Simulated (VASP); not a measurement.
# H11C7O in VASP: single point with PBE+D3(BJ)

Aim: the single point of H11C7O with PBE+D3(BJ).

Program: VASP 6.6.1. These are calculated values, not measurements. Logs are shortened: lines on timing, memory, paths and dates and some standing lists are left out, and cuts for length are marked.

## (1) The cell of the first run

The cell holds a disordered packing, 38 atoms: a = 8.909 Å, b = 8.909 Å, c = 8.909 Å, α = 90.00°, β = 90.00°, γ = 90.00°.

## (2) Single point, PBE+D3(BJ)

Contents of INCAR:

```
SYSTEM = H11C7O
PREC = Accurate
ENCUT = 1000
EDIFF = 1E-6
ISMEAR = -1
SIGMA = 0.05
LREAL = Auto
LASPH = .True.
NELM = 120
ALGO = Normal
ISIF = 2
LWAVE = .False.
LCHARG = .False.
GGA = PE
IVDW = 12
NBANDS = 70
GGA_COMPAT = .False.
```

Contents of KPOINTS:

```
regular mesh
0
Gamma
  1 1 1
  0 0 0
```

Contents of POSCAR:

```
H11C7O
1.0
    8.9093790000      0.0000000000      0.0000000000
    0.0000000000      8.9093790000      0.0000000000
    0.0000000000      0.0000000000      8.9093790000
C O H
14 2 22
Direct
    0.9218751575      0.3366475878      0.5844373436
    0.8031651063      0.3845997479      0.4721036651
    0.4786244654      0.4233166428      0.7547528043
    0.5859426827      0.5352118773      0.8247004159
    0.5106080076      0.7582443544      0.4274655327
    0.4835334919      0.8228788397      0.5435559579
    0.8801330787      0.8214585259      0.8296907437
    0.8554179912      0.9063931572      0.7260327937
    0.1155963705     -0.0127095647      0.3082880689
    0.0502937994     -0.0076706982      0.1894404240
    0.0084627951      0.6061169472      0.1576768842
    0.0013903468      0.5008220897      0.0724174335
    0.3758491500      0.3448195292      0.1777020537
    0.4224165855      0.2177068630      0.1647920951
    0.7131443873      0.2552785579      0.4370233128
    0.5010320402      0.6450624739      0.9080998284
    0.6380562548      0.2840244292      0.3630462403
    0.7328258234      0.4747115916      0.5203925624
    0.8571137871      0.4294108303      0.3698251607
    0.9891793193      0.4337143977      0.6205640716
    0.8689776649      0.2864748778      0.6843340314
    0.9976901183      0.2531877112      0.5343126206
    0.5687466857      0.7279443849      0.9289495964
    0.6651510139      0.4770565981      0.9005881400
    0.6520839790      0.5918937816      0.7368584077
    0.5417260707      0.3379878443      0.6916170926
    0.4121985139      0.3665845472      0.8416310382
    0.4020131737      0.4800322227      0.6765796208
    0.4602377234      0.8787513420      0.6475934271
    0.5351411510      0.7005149626      0.3247817926
    0.8321761812      0.9806150648      0.6331304869
    0.9064900139      0.7431845815      0.9187334098
   -0.0061547377     -0.0039630486      0.0829852467
    0.1763419780     -0.0162524784      0.4122661293
   -0.0029626358      0.4068634714     -0.0026104413
    0.0173273312      0.7023465005      0.2300093882
    0.4606532082      0.1040017602      0.1525832866
    0.3301216259      0.4564353964      0.1853856340
```

Potentials or basis: VASP PAW PBE potentials, release 64 (C_h, O_h, H_h).

Launch:

```
$ cat potpaw_PBE.64/C_h/POTCAR potpaw_PBE.64/O_h/POTCAR potpaw_PBE.64/H_h/POTCAR > POTCAR
$ mpirun -np 1 vasp_gam > vasp.out
```

OUTCAR:

```text
SYSTEM = H11C7O
   PREC = Accurate
   ENCUT = 1000
   EDIFF = 1E-6
   ISMEAR = -1
   LREAL = Auto
   LASPH = .True.
   NELM = 120
   ISIF = 2
   GGA = PE
   IVDW = 12
 IVDW          = 12

 ion  position               nearest neighbor table
   1  0.922  0.337  0.584-  22 1.10  20 1.10  21 1.10   2 1.52
   2  0.803  0.385  0.472-  19 1.10  18 1.11  15 1.44   1 1.52
   3  0.479  0.423  0.755-  27 1.10  28 1.10  26 1.10   4 1.52
   4  0.586  0.535  0.825-  25 1.10  24 1.11  16 1.44   3 1.52
   5  0.511  0.758  0.427-  30 1.07   6 1.21
   6  0.484  0.823  0.544-  29 1.07   5 1.21
   7  0.880  0.821  0.830-  32 1.08   8 1.21
   8  0.855  0.906  0.726-  31 1.08   7 1.21
   9  0.116  0.987  0.308-  34 1.07  10 1.21
  10  0.050  0.992  0.189-  33 1.07   9 1.21
  11  0.008  0.606  0.158-  36 1.08  12 1.21
  12  0.001  0.501  0.072-  35 1.07  11 1.21
  13  0.376  0.345  0.178-  38 1.08  14 1.21
  14  0.422  0.218  0.165-  37 1.07  13 1.21
  15  0.713  0.255  0.437-  17 0.97   2 1.44
  16  0.501  0.645  0.908-  23 0.97   4 1.44
  17  0.638  0.284  0.363-  15 0.97
  18  0.733  0.475  0.520-   2 1.11
  19  0.857  0.429  0.370-   2 1.10
  20  0.989  0.434  0.621-   1 1.10
  21  0.869  0.286  0.684-   1 1.10
  22  0.998  0.253  0.534-   1 1.10
[... 14 lines left out ...]
  37  0.461  0.104  0.153-  14 1.07
  38  0.330  0.456  0.185-  13 1.08

  LATTYP: Found a simple cubic cell.
 ALAT       =     8.9093790000

  Lattice vectors:

 A1 = (   8.9093790000,   0.0000000000,   0.0000000000)
 A2 = (   0.0000000000,   8.9093790000,   0.0000000000)
 A3 = (   0.0000000000,   0.0000000000,   8.9093790000)

Analysis of symmetry for initial positions (statically):
=====================================================================
 Subroutine PRICEL returns:
 Original cell was already a primitive cell.

 Routine SETGRP: Setting up the symmetry group for a
 simple cubic supercell.

 Subroutine GETGRP returns: Found  1 space group operations
 (whereof  1 operations were pure point group operations)
 out of a pool of 48 trial point group operations.

The static configuration has the point symmetry C_1 .

Analysis of symmetry for dynamics (positions and initial velocities):
=====================================================================
 Subroutine PRICEL returns:
 Original cell was already a primitive cell.

 Routine SETGRP: Setting up the symmetry group for a
 simple cubic supercell.

 Subroutine GETGRP returns: Found  1 space group operations
 (whereof  1 operations were pure point group operations)
 out of a pool of 48 trial point group operations.

The dynamic configuration has the point symmetry C_1 .

 Subroutine INISYM returns: Found  1 space group operations
 (whereof  1 operations are pure point group operations),
 and found     1 'primitive' translations

----------------------------------------------------------------------------------------

                                     Primitive cell

  volume of cell :     707.2001

  direct lattice vectors                    reciprocal lattice vectors
     8.909379000  0.000000000  0.000000000     0.112241268  0.000000000  0.000000000
     0.000000000  8.909379000  0.000000000     0.000000000  0.112241268  0.000000000
     0.000000000  0.000000000  8.909379000     0.000000000  0.000000000  0.112241268

  length of vectors
     8.909379000  8.909379000  8.909379000     0.112241268  0.112241268  0.112241268

  position of ions in fractional coordinates (direct lattice)
     0.921875157  0.336647588  0.584437344
     0.803165106  0.384599748  0.472103665
     0.478624465  0.423316643  0.754752804
     0.585942683  0.535211877  0.824700416
     0.510608008  0.758244354  0.427465533
     0.483533492  0.822878840  0.543555958
[... 30 lines left out ...]
     0.460653208  0.104001760  0.152583287
     0.330121626  0.456435396  0.185385634

  ion indices of the primitive-cell ions
   primitive index   ion index
                 1           1
                 2           2
                 3           3
                 4           4
                 5           5
                 6           6
[... 30 lines left out ...]
                37          37
                38          38

----------------------------------------------------------------------------------------

 KPOINTS: regular mesh

Automatic generation of k-mesh.
 Grid dimensions read from file:
 generate k-points for:    1    1    1

 Generating k-lattice:

  Cartesian coordinates                     Fractional coordinates (reciprocal lattice)
     0.112241268  0.000000000  0.000000000     1.000000000  0.000000000  0.000000000
     0.000000000  0.112241268  0.000000000     0.000000000  1.000000000  0.000000000
     0.000000000  0.000000000  0.112241268     0.000000000  0.000000000  1.000000000

  Length of vectors
     0.112241268  0.112241268  0.112241268

  Shift w.r.t. Gamma in fractional coordinates (k-lattice)
     0.000000000  0.000000000  0.000000000

 Subroutine IBZKPT returns following result:
 ===========================================

 Found      1 irreducible k-points:

 Following reciprocal coordinates:
            Coordinates               Weight
  0.000000  0.000000  0.000000      1.000000
   k-points           NKPTS =      1   k-points in BZ     NKDIM =      1   number of bands    NBANDS=     70
   number of dos      NEDOS =    301   number of ions     NIONS =     38
   total plane-waves  NPLWV = 884736
   dimension x,y,z NGX =    96 NGY =   96 NGZ =   96
   dimension x,y,z NGXF=   192 NGYF=  192 NGZF=  192
   ions per type =              14   2  22
   NGX,Y,Z   is equivalent  to a cutoff of  17.91, 17.91, 17.91 a.u.
   NGXF,Y,Z  is equivalent  to a cutoff of  35.83, 35.83, 35.83 a.u.
 SYSTEM =  H11C7O
   PREC   = accura    normal or accurate (medium, high low for compatibility)
   ISTART =      0    job   : 0-new  1-cont  2-samecut
   ICHARG =      2    charge: 1-file 2-atom 10-const
   ISPIN  =      1    spin polarized calculation?
   LNONCOLLINEAR =      F non collinear calculations
   LSORBIT =      F    spin-orbit coupling
   LASPH  =      T    aspherical Exc in radial PAW
   ENCUT  = 1000.0 eV  73.50 Ry    8.57 a.u.  22.97 22.97 22.97*2*pi/ulx,y,z
   NELM   =    120;   NELMIN=  2; NELMDL= -5     # of ELM steps
   EDIFF  = 0.1E-05   stopping-criterion for ELM
   LREAL  =      T    real-space projection
   EDIFFG = 0.1E-04   stopping-criterion for IOM
   NSW    =      0    number of steps for IOM
   IBRION =     -1    ionic relax: 0-MD 1-quasi-New 2-CG
   NFREE  =      0    steps in history (QN), initial steepest desc. (CG)
   ISIF   =      2    stress and relaxation
   ISYM   =      2    0-nonsym 1-usesym 2-fastsym
   POTIM  = 0.5000    time-step for ionic-motion
   TEBEG  =    0.0;   TEEND  =   0.0 temperature during run
   PSTRESS=    0.0 pullay stress
   NELECT =      90.0000    total number of electrons
   NUPDOWN=      -1.0000    fix difference up-down
   EMIN   =  10.00;   EMAX   =-10.00  energy-range for DOS
   EFERMI =   0.00;   METHOD = LEGACY
   ISMEAR =    -1;   SIGMA  =   0.05  broadening in eV -4-tet -1-fermi 0-gaus
   EFERMI_NEDOS =   21; number of points for ismear=-14 and -15
   IALGO  =     38    algorithm
   IMIX   =      4    mixing-type and parameters
     AMIX     =   0.40;   BMIX     =  1.00
     AMIX_MAG =   1.60;   BMIX_MAG =  1.00
  volume/ion in A,a.u.               =      18.61       125.59
  Fermi-wavevector in a.u.,A,eV,Ry     =   0.823458  1.556110  9.225885  0.678083
  Thomas-Fermi vector in A             =   1.934972
   LORBIT       =      0    0 simple, 1 ext, 2 COOP (PROOUT), +10 PAW based schemes
   GGA     = PE    functional components
   LHFCALC =     F    Hartree Fock is set to
   AEXX    =    0.0000 exact exchange contribution
   IVDW    =    12    specifies the selected vdW correction
   LEPSILON=     F    determine dielectric tensor
   LRPA    =     F    only Hartree local field effects (RPA)
 non-spin polarized calculation
  energy-cutoff  :     1000.00
  volume of cell :      707.20
 maximum number of plane-waves:     25343
 NGX is ok and might be reduce to    90
   NGX = 45   NGY = 45   NGZ = 45

 number of electron      89.9999999 magnetization

 Free energy of the ion-electron system (eV)
  ---------------------------------------------------
  ext. energy  EPLUGINS =         0.00000000
  ---------------------------------------------------
  free energy    TOTEN  =      -209.41134837 eV

  energy without entropy =     -209.41134837  energy(sigma->0) =     -209.41134837

 E-fermi :  -2.4626     XC(G=0):  -5.1583

 val. band max:       -3.7381141614   @ k =   0.0000   0.0000   0.0000
 cond. band min:       1.0877160172   @ k =   0.0000   0.0000   0.0000
 fundamental gap:      4.8258301787
 Fermi energy:        -2.4625624968

 k-point     1 :       0.0000    0.0000    0.0000
  band No.  band energies     occupation
      1     -22.9945      2.00000
      2     -22.8671      2.00000
      3     -16.6311      2.00000
      4     -16.4404      2.00000
      5     -16.4215      2.00000
      6     -16.3898      2.00000
[... 49 lines left out ...]
     56       1.9931      0.00000
     57       2.3549      0.00000
 [bands above 57 left out]

------------------------ aborting loop because EDIFF is reached ----------------------------------------

 Edisp (eV)   -1.14758

 E8    (eV) :    -0.2679

  FORCE on cell =-STRESS in cart. coord.  units (eV):
  Direction    XX          YY          ZZ          XY          YZ          ZX
  --------------------------------------------------------------------------------------
  -------------------------------------------------------------------------------------
  Total      -1.78912    -2.62730    -2.89544     0.43762     0.29856    -0.49987
  in kB      -4.05329    -5.95220    -6.55968     0.99144     0.67641    -1.13247
  external pressure =       -5.52 kB  Pullay stress =        0.00 kB

 VOLUME and BASIS-vectors are now :
 -----------------------------------------------------------------------------
  energy-cutoff  :     1000.00
  volume of cell :      707.20
      direct lattice vectors                 reciprocal lattice vectors
     8.909379000  0.000000000  0.000000000     0.112241268  0.000000000  0.000000000
     0.000000000  8.909379000  0.000000000     0.000000000  0.112241268  0.000000000
     0.000000000  0.000000000  8.909379000     0.000000000  0.000000000  0.112241268

 POSITION                                       TOTAL-FORCE (eV/Angst)
 -----------------------------------------------------------------------------------
      8.21334      2.99932      5.20697        -0.005814      0.015380      0.026529
      7.15570      3.42654      4.20615        -0.009182     -0.029404     -0.023937
      4.26425      3.77149      6.72438         0.016503      0.025109      0.004935
      5.22039      4.76841      7.34757        -0.020220     -0.016718      0.000010
      4.54920      6.75549      3.80845        -0.021313      0.034616      0.044839
      4.30798      7.33134      4.84275         0.012004     -0.030631     -0.073252
[... 30 lines left out ...]
      4.10413      0.92659      1.35942        -0.032473      0.132742      0.055608
      2.94118      4.06656      1.65167         0.093332     -0.161637     -0.028116
 -----------------------------------------------------------------------------------
    total drift:                                0.002311     -0.000089     -0.002418

  FREE ENERGIE OF THE ION-ELECTRON SYSTEM (eV)
  ---------------------------------------------------
  free  energy   TOTEN  =      -210.5589290261 eV

  energy  without entropy=     -210.5589290261  energy(sigma->0) =     -210.55892903
```

Run time: 5.9 min. Hardware: 1 thread of Intel Xeon Platinum 8488C (Sapphire Rapids), shared host; peak memory 1.5 GiB.

Results:

```
Free energy                : -210.5589 eV
Pressure                   : -0.6 GPa
Largest force              : 0.289 eV/Å
Band gap on the k mesh     : 4.83 eV
Dispersion energy per atom : -0.030 eV
```

Forces on the atoms (eV/Å):
```
C   -0.006  0.015  0.027
C   -0.009 -0.029 -0.024
C    0.017  0.025  0.005
C   -0.020 -0.017  0.000
C   -0.021  0.035  0.045
C    0.012 -0.031 -0.073
C   -0.007  0.159 -0.228
C    0.006 -0.177  0.228
C   -0.030  0.006 -0.096
C    0.056  0.001  0.095
C    0.010 -0.026 -0.047
C    0.017  0.027  0.016
C    0.083 -0.200 -0.030
C   -0.074  0.245  0.050
O    0.015  0.038  0.022
O    0.063  0.032  0.004
H   -0.004 -0.005  0.028
H    0.000 -0.026 -0.024
H   -0.032 -0.036  0.043
H   -0.031 -0.047 -0.034
H    0.026  0.042 -0.047
H   -0.019  0.015  0.021
H   -0.007 -0.030 -0.013
H   -0.008  0.001 -0.004
H    0.003 -0.008  0.000
H   -0.021  0.021  0.013
H   -0.004  0.004  0.007
H    0.003  0.009  0.011
H    0.013 -0.060 -0.041
H   -0.015  0.024  0.023
H    0.006 -0.109  0.170
H   -0.041  0.153 -0.181
H    0.021  0.011  0.068
H   -0.044 -0.018 -0.072
H   -0.010  0.017  0.038
H   -0.007 -0.033 -0.025
H   -0.032  0.133  0.056
H    0.093 -0.162 -0.028
```

Stress tensor (GPa, compression positive):
```
-0.41  0.10 -0.11
 0.10 -0.60  0.07
-0.11  0.07 -0.66
```

Levels at points of the mesh, in eV from the valence-band top:
```
           k point  band 43  band 44  band 45  band 46  band 47  band 48
(0.00, 0.00, 0.00)    -1.04    -0.20     0.00     4.83     4.87     5.09
```

Caveat: the k points lie up to 0.71 Å⁻¹ apart.
